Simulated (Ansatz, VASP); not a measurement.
## Two plane-wave programs on Si

The input INCAR:

```
  ALGO = Normal
  EDIFF = 1E-6
  EDIFFG = -0.002
  ENCUT = 600
  GGA = PE
  IBRION = 2
  ISIF = 3
  ISMEAR = 0
  LASPH = T
  LCHARG = F
  LREAL = F
  LWAVE = F
  NELM = 60
  NSW = 80
  PREC = Accurate
  SIGMA = 0.03
```

KPOINTS

```
k-points
0
Gamma
  8 8 4
```

The input POSCAR:

```
Si
1.0
    3.8402969300      0.0000000000      0.0000000000
   -1.9201484650      3.3257946995      0.0000000000
    0.0000000000      0.0000000000      9.4067679400
Si
6
Direct
    0.0000000000      0.0000000000      0.0000000000
    0.0000000000      0.0000000000      0.2500000000
    0.3333333333      0.6666666667      0.3333333333
    0.3333333333      0.6666666667      0.5833333333
    0.6666666667      0.3333333333      0.6666666667
    0.6666666667      0.3333333333      0.9166666667
```

Input for Ansatz:

```yaml
crystal:
  lattice:
    - [3.84029693, 0.0, 0.0]
    - [-1.920148465, 3.3257946995, 0.0]
    - [0.0, 0.0, 9.40676794]
  atoms:
    - { symbol: Si, position: [0.0, 0.0, 0.0] }
    - { symbol: Si, position: [0.0, 0.0, 0.25] }
    - { symbol: Si, position: [0.3333333333, 0.6666666667, 0.3333333333] }
    - { symbol: Si, position: [0.3333333333, 0.6666666667, 0.5833333333] }
    - { symbol: Si, position: [0.6666666667, 0.3333333333, 0.6666666667] }
    - { symbol: Si, position: [0.6666666667, 0.3333333333, 0.9166666667] }
scf:
  occupations: { method: gaussian, width: 0.03 }
output:
  forces: true
  stress: true
hamiltonian:
  xc: pbe
kpoints:
  mp_grid: { grid: [8, 8, 4] }
relax:
  f_tol: 0.002
  cell: { stress_tol: 0.02 }
```

Alike in both runs: task relaxation of cell and atoms; functional PBE; k mesh 8 × 8 × 4; occupations gaussian, width 0.03 eV; no spin polarisation.

|  | VASP | Ansatz |
| --- | --- | --- |
| version | VASP 6.6.1 | Ansatz 0.2.0 |
| potentials or method | VASP PAW PBE potentials, release 64 (Si) | scalar-relativistic, plane waves, PAW |
| plane-wave cutoff (eV) | 600 | 420 |
| valence electrons in the cell | 24 | 24 |

|  | VASP | Ansatz | Ansatz less VASP |
| --- | --- | --- | --- |
| relaxed volume (Å³/atom) | 20.44 | 20.46 | +0.016 |
| relaxed cell length with the largest relative difference (Å) | 3.867 | 3.868 | +0.0012 |
